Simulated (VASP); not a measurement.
**AlN: single point with LDA**

AlN:

```
Al N
1.0
     3.08862    0.00000    0.00000
    -1.54431    2.67482    0.00000
     0.00000    0.00000    4.94316
Al N
2 2
Cartesian
  0.0000 1.7832 0.0000
  1.5443 0.8916 2.4716
  0.0000 1.7832 1.8882
  1.5443 0.8916 4.3598
```

This cell differs from its parent crystal: atoms moved along the polar distortion.

```yaml
Program: VASP 6.6.1
Task: single point
Functional: LDA
Potentials_or_basis: VASP PAW LDA potentials, release 64 (Al, N)
Cutoff: 520 eV
k_mesh: 9 × 9 × 6
Occupations: gaussian, width 0.01 eV
Spin: no spin polarisation
Dipole_correction: no
Further_INCAR_settings: ALGO = Normal; EDIFF = 1e-06; NBANDS = 16
```

```json
{"Pressure": "0.6 GPa", "Band gap on the k mesh": "4.42 eV"}
```

Levels at points of the mesh, in eV from the valence-band top:
```tsv
k point	band 4	band 5	band 6	band 7	band 8	band 9	band 10	band 11	band 12	band 13
(0.00, 0.00, 0.00)	-0.89	-0.89	-0.23	-0.23	0.00	4.42	6.73	10.66	11.10	11.10
(0.00, 0.00, 0.50)	-3.37	-0.57	-0.57	-0.57	-0.57	6.61	6.61	10.32	10.32	11.42
```

Wall time 40 s on 1 thread of Intel Xeon 8259CL (shared host), peak memory 0.15 GiB.

Caveat: the cell differs from its parent crystal (atoms moved along the polar distortion). A k mesh can miss the band edges.
